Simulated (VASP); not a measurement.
# B3W (I4/mmm) in VASP: further runs, part 2 of 2

VASP 6.6.1. The steps go on from the part before.

## (3) Relaxation of cell and atoms, PBE

This run uses another cell than the first one, of 8.90 Å³/atom, 1.021 times its volume.

Input file INCAR:

```
PREC = Accurate
ENCUT = 600
EDIFF = 1E-6
ISMEAR = 0
SIGMA = 0.1
LREAL = F
LASPH = T
NELM = 80
ALGO = Normal
ISIF = 3
LWAVE = F
LCHARG = F
GGA = PE
IBRION = 2
NSW = 90
EDIFFG = -0.04
```

Input file KPOINTS:

```
regular mesh
0
Gamma
  8 8 8
```

Input file POSCAR:

```
B3W
1.0
   -1.5851414074      1.5851414074      3.5408353517
    1.5851414074     -1.5851414074      3.5408353517
    1.5851414074      1.5851414074     -3.5408353517
B W
3 1
Direct
    0.5000000000      0.5000000000      0.0000000000
    0.2500000000      0.7500000000      0.5000000000
    0.7500000000      0.2500000000      0.5000000000
    0.0000000000      0.0000000000      0.0000000000
```

Potentials or basis: VASP PAW PBE potentials, release 64 (B, W_sv).

On the command line:

```
> cat potpaw_PBE.64/B/POTCAR potpaw_PBE.64/W_sv/POTCAR > POTCAR
> mpirun -np 1 vasp_std > vasp.out
```

OUTCAR:

```text
PREC = Accurate
   ENCUT = 600
   EDIFF = 1E-6
   ISMEAR = 0
   LREAL = F
   LASPH = T
   NELM = 80
   ISIF = 3
   GGA = PE
   IBRION = 2
   NSW = 90
   EDIFFG = -0.04

 ion  position               nearest neighbor table
   1  0.500  0.500  0.000-   4 2.24   4 2.24   4 2.24   4 2.24
   2  0.250  0.750  0.500-   4 2.38   4 2.38   4 2.38   4 2.38
   3  0.750  0.250  0.500-   4 2.38   4 2.38   4 2.38   4 2.38
   4  0.000  0.000  0.000-   1 2.24   1 2.24   1 2.24   1 2.24   3 2.38   2 2.38   3 2.38   2 2.38
                             3 2.38   3 2.38   2 2.38   2 2.38

  LATTYP: Found a body centered tetragonal cell.
 ALAT       =     3.1702828148
 C/A-ratio  =     2.2337662338

  Lattice vectors:

 A1 = (  -1.5851414074,   1.5851414074,   3.5408353517)
 A2 = (   1.5851414074,  -1.5851414074,   3.5408353517)
 A3 = (   1.5851414074,   1.5851414074,  -3.5408353517)

Analysis of symmetry for initial positions (statically):
=====================================================================
 Subroutine PRICEL returns:
 Original cell was already a primitive cell.

 Routine SETGRP: Setting up the symmetry group for a
 body centered tetragonal supercell.

 Subroutine GETGRP returns: Found 16 space group operations
 (whereof 16 operations were pure point group operations)
 out of a pool of 16 trial point group operations.

The static configuration has the point symmetry D_4h.

Analysis of symmetry for dynamics (positions and initial velocities):
=====================================================================
 Subroutine PRICEL returns:
 Original cell was already a primitive cell.

 Routine SETGRP: Setting up the symmetry group for a
 body centered tetragonal supercell.

 Subroutine GETGRP returns: Found 16 space group operations
 (whereof 16 operations were pure point group operations)
 out of a pool of 16 trial point group operations.

[... 138 lines left out ...]
  energy-cutoff  :      600.00
  volume of cell :       35.59
 maximum number of plane-waves:      1207
 NGX is ok and might be reduce to    36
   NGX = 17   NGY = 17   NGZ = 17

--------------------------------------- Ionic step        1  -------------------------------------------

 number of electron      23.0000001 magnetization

 Free energy of the ion-electron system (eV)
  ---------------------------------------------------
  ext. energy  EPLUGINS =         0.00000000
  ---------------------------------------------------
  free energy    TOTEN  =       -30.81048100 eV

  energy without entropy =      -30.79970250  energy(sigma->0) =      -30.80509175

------------------------ aborting loop because EDIFF is reached ----------------------------------------

  FORCE on cell =-STRESS in cart. coord.  units (eV):
  Direction    XX          YY          ZZ          XY          YZ          ZX
  --------------------------------------------------------------------------------------
  -------------------------------------------------------------------------------------
  Total       -3.1074374     -3.1074374      1.6784597      0.0000000     -0.0000000      0.0000000
  in kB     -139.8979089   -139.8979089     75.5648388      0.0000000     -0.0000000      0.0000000
  external PRESSURE =     -68.0769930 kB  Pullay stress =       0.0000000 kB
[... 215 lines left out ...]
--------------------------------------- Ionic step        7  -------------------------------------------

 number of electron      23.0000001 magnetization

 Free energy of the ion-electron system (eV)
  ---------------------------------------------------
  ext. energy  EPLUGINS =         0.00000000
  ---------------------------------------------------
  free energy    TOTEN  =       -30.94387430 eV

  energy without entropy =      -30.92969397  energy(sigma->0) =      -30.93678413

 E-fermi :  10.6906     XC(G=0): -13.0978

 val. band max:       10.6886358212   @ k =   0.5000   0.2500   0.1250
 cond. band min:      10.7170355392   @ k =   0.0000   0.0000   0.0000
 fundamental gap:      0.0283997181
 Fermi energy:        10.6906115006

 k-point     1 :       0.0000    0.0000    0.0000
  band No.  band energies     occupation
      1     -63.9257      2.00000
      2     -28.2245      2.00000
      3     -28.2245      2.00000
      4     -28.1842      2.00000
      5      -4.5587      2.00000
      6       2.9973      2.00000
      7       4.6987      2.00000
      8       4.8857      2.00000
      9       5.9766      2.00000
     10       5.9766      2.00000
     11      10.7170      0.70863
     12      10.8542      0.02070
     13      10.8542      0.02070
     14      11.4979      0.00000
[... 401 lines left out ...]
      2     -28.5622      2.00000
      3     -28.3644      2.00000
      4     -28.1365      2.00000
      5       0.1047      2.00000
      6       0.1161      2.00000
      7       3.4065      2.00000
      8       3.6007      2.00000
      9       5.8732      2.00000
     10       5.9867      2.00000
     11       7.4230      2.00000
     12       9.6979      2.00000
     13      12.8501      0.00000
     14      12.9092      0.00000
     15      13.8692      0.00000

 [... further k-points ...]
[... 5 lines left out ...]
  --------------------------------------------------------------------------------------
  -------------------------------------------------------------------------------------
  Total        0.0050117      0.0050117      0.0173559      0.0000000     -0.0000000     -0.0000000
  in kB        0.2300556      0.2300556      0.7966994      0.0000000     -0.0000000     -0.0000000
  external PRESSURE =       0.4189368 kB  Pullay stress =       0.0000000 kB
[... 19 lines left out ...]
  FREE ENERGIE OF THE ION-ELECTRON SYSTEM (eV)
  ---------------------------------------------------
  free  energy   TOTEN  =       -30.9438743025 eV

  energy  without entropy=      -30.9296939652  energy(sigma->0) =      -30.93678413

 reached required accuracy - stopping structural energy minimisation
```

OSZICAR:

```text
N       E                     dE             d eps       ncg     rms          rms(c)
DAV:   1     0.145216202184E+03    0.14522E+03   -0.12666E+04  1770   0.173E+03
DAV:   2    -0.257283877233E+02   -0.17094E+03   -0.16875E+03  1931   0.423E+02
DAV:   3    -0.324062652656E+02   -0.66779E+01   -0.64374E+01  2484   0.657E+01
[... 59 lines left out ...]
DAV:   2    -0.309440400108E+02    0.11295E-02   -0.66730E-03  2253   0.725E-01    0.770E-02
DAV:   3    -0.309439106883E+02    0.12932E-03   -0.36214E-04  2142   0.141E-01    0.413E-02
DAV:   4    -0.309438766186E+02    0.34070E-04   -0.75883E-05  2177   0.865E-02    0.288E-02
DAV:   5    -0.309438734683E+02    0.31503E-05   -0.10094E-05  2050   0.305E-02    0.206E-02
DAV:   6    -0.309438743025E+02   -0.83417E-06   -0.10944E-06   976   0.979E-03
   7 F= -.30943874E+02 E0= -.30936784E+02  d E =-.351406E-03
```

CONTCAR:

```text
B3W
   1.00000000000000
    -1.5400078438948686    1.5400078438948686    3.6792371078072765
     1.5400078438948686   -1.5400078438948686    3.6792371078072765
     1.5400078438948686    1.5400078438948686   -3.6792371078072765
  B               W
     3     1
Direct
     0.5000000000000000    0.5000000000000000    0.0000000000000000
     0.2500000000000000    0.7500000000000000    0.5000000000000000
     0.7500000000000000    0.2500000000000000    0.5000000000000000
     0.0000000000000000    0.0000000000000000    0.0000000000000000

  0.00000000E+00  0.00000000E+00  0.00000000E+00
  0.00000000E+00  0.00000000E+00  0.00000000E+00
  0.00000000E+00  0.00000000E+00  0.00000000E+00
  0.00000000E+00  0.00000000E+00  0.00000000E+00
```

Run time: 1.8 min. Hardware: 1 thread of Intel Xeon 6975P-C (Granite Rapids), shared host; peak memory 0.24 GiB.

What came out:

| Property | Result |
| --- | --- |
| Free energy | -30.9439 eV |
| Relaxed volume | 8.73 Å³/atom |
| Relaxed cell | a = 4.276 Å, b = 4.276 Å, c = 4.276 Å, α = 137.78°, β = 137.78°, γ = 61.25° |
| Space group after relaxing (to 0.05 Å) | I4/mmm (No. 139) |
| Energy gained by relaxing | 33.3 meV/atom |
| Ionic steps | 7 |
| Pressure after relaxing | 0.0 GPa |

The path:
```tsv
step	energy change (eV)	largest force (eV/Å)	pressure (GPa)	volume (Å³)
1	0.0000	0.0000	-6.81	35.59
2	-0.0886	0.0000	11.48	33.64
3	-0.1058	0.0000	5.86	34.15
4	-0.1295	0.0000	-0.78	35.07
5	-0.1330	0.0000	0.85	34.82
6	-0.1331	0.0000	-0.70	34.98
7	-0.1334	0.0000	0.04	34.90
```

Final structure:
```cif
data_structure
_symmetry_space_group_name_H-M 'P 1'
_symmetry_Int_Tables_number 1
_cell_length_a 4.2755
_cell_length_b 4.2755
_cell_length_c 4.2755
_cell_angle_alpha 137.776
_cell_angle_beta 137.776
_cell_angle_gamma 61.246
_cell_volume 34.90
loop_
_atom_site_label
_atom_site_type_symbol
_atom_site_fract_x
_atom_site_fract_y
_atom_site_fract_z
_atom_site_occupancy
B1 B 0.50000 0.50000 0.00000 1
B2 B 0.25000 0.75000 0.50000 1
B3 B 0.75000 0.25000 0.50000 1
W1 W 0.00000 0.00000 0.00000 1
```

Caveat: spin-orbit coupling is left out, which moves the levels of the heavy elements.

## (4) Single point, PBE

Input file INCAR:

```
SYSTEM = B3W
PREC     = Accurate       ! precision mode
ENCUT    = 520            ! plane-wave cutoff, eV
EDIFF    = 1E-7           ! SCF threshold, eV
ISMEAR   = 0              ! smearing method
SIGMA    = 0.1            ! smearing width, eV
LREAL    = .FALSE.        ! projectors in reciprocal space
LASPH    = .TRUE.         ! aspherical terms in the spheres
NELM     = 100            ! most SCF steps
ALGO     = Normal         ! electronic algorithm
ISIF     = 2              ! what is computed and relaxed
LWAVE    = .FALSE.        ! write WAVECAR
LCHARG   = .FALSE.        ! write CHGCAR
GGA      = PE             ! functional
NBANDS   = 20             ! bands
```

Input file KPOINTS:

```
Automatic mesh
0
G
  20 20 20
  0 0 0
```

Input file POSCAR:

```
B3W
1.0
   -1.5378256355      1.5378256355      3.6854093236
    1.5378256355     -1.5378256355      3.6854093236
    1.5378256355      1.5378256355     -3.6854093236
B W
3 1
Direct
    0.5000000000      0.5000000000      0.0000000000
    0.2500000000      0.7500000000      0.5000000000
    0.7500000000      0.2500000000      0.5000000000
    0.0000000000      0.0000000000      0.0000000000
```

On the command line:

```
> cat potpaw_PBE.64/B/POTCAR potpaw_PBE.64/W_sv/POTCAR > POTCAR
> mpirun -np 1 vasp_std > vasp.out
```

Wall time 2.7 min (1 thread of Intel Xeon 6975P-C (Granite Rapids), shared host); peak memory 0.5 GiB.

Results (log left out):

| Item | Value |
| --- | --- |
| Free energy | -30.9534 eV |
| Pressure | 0.4 GPa |

Stress tensor (GPa, compression positive):
```
0.46 0.00 0.00
0.00 0.46 0.00
0.00 0.00 0.27
```

Levels at points of the mesh, in eV from the Fermi level:
```csv
k point,band 7,band 8,band 9,band 10,band 11,band 12,band 13,band 14,band 15,band 16
"(0.00, 0.00, 0.00)",-6.04,-5.82,-4.71,-4.71,0.03,0.15,0.15,0.83,4.39,4.71
"(0.50, 0.00, 0.00)",-8.52,-5.53,-5.44,-4.11,-1.73,1.00,1.67,1.76,3.28,3.71
"(0.50, 0.50, 0.00)",-7.42,-7.04,-6.02,-5.29,-4.86,1.17,1.99,2.47,2.64,4.68
"(0.50, 0.50, 0.50)",-5.98,-3.36,-3.36,-3.24,-0.69,-0.69,0.13,2.54,2.54,2.74
```

Caveat: spin-orbit coupling is left out, which moves the levels of the heavy elements.

## (5) The runs side by side

```tsv
task	cell	k mesh	cutoff (eV)	gap on the mesh (eV)	pressure (GPa)
single point	a = 4.274 Å, angles 137.8, 137.8, 61.2°, 4 atoms	8 × 8 × 8	520	none	0.4
relaxation of cell and atoms	relaxed from a = 4.191 Å, angles 135.6, 135.6, 64.7°, 4 atoms	8 × 8 × 8	600	none	0.0
single point	a = 4.279 Å, angles 137.9, 137.9, 61.1°, 4 atoms	20 × 20 × 20	520	none	0.4
```

Alike in all rows: level PBE; potentials or basis VASP PAW PBE potentials, release 64 (B, W_sv); no spin polarisation; smearing gaussian 0.1 eV.

Caveats: some runs use coarse meshes; spin-orbit coupling is left out, which moves the levels of the heavy elements.

Absolute energies hang on the potentials; compare differences alone.
